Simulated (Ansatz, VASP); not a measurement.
**One calculation of KTaO3, two programs**

```
K Ta O
1.0
     3.99980   -0.21052   -0.21052
    -0.21052    3.99980   -0.21052
    -0.21052   -0.21052    3.99980
K Ta O
1 1 3
Direct
  0.50000 0.50000 0.50000
  0.00000 0.00000 0.00000
  0.50000 0.00000 0.00000
  0.00000 0.50000 0.00000
  0.00000 0.00000 0.50000
```

Alike in both runs: task single point; functional PBE; k mesh 8 × 8 × 8; occupations gaussian, width 0.05 eV; no spin polarisation.

```csv
,VASP,Ansatz
version,VASP 6.6.1,Ansatz 0.2.0
potentials or method,"VASP PAW PBE potentials, release 64 (K_sv, Ta_pv, O), cutoff 520 eV","scalar-relativistic, plane waves, PAW"
valence electrons in the cell,38,40
```

```csv
,VASP,Ansatz,Ansatz less VASP
gap on the k mesh at the Fermi level (eV),1.44,1.49,+0.046
least direct gap on the mesh (eV),1.84,1.88,+0.041
pressure (GPa),5.7,5.0,-0.68
"traceless stress, the component that is largest in VASP (GPa)",10.86,10.84,-0.015
```

VASP's potentials hold 38 valence electrons a cell and Ansatz's 40, so a difference there can come from the potentials and not from the codes.

Spin-orbit coupling is off throughout.
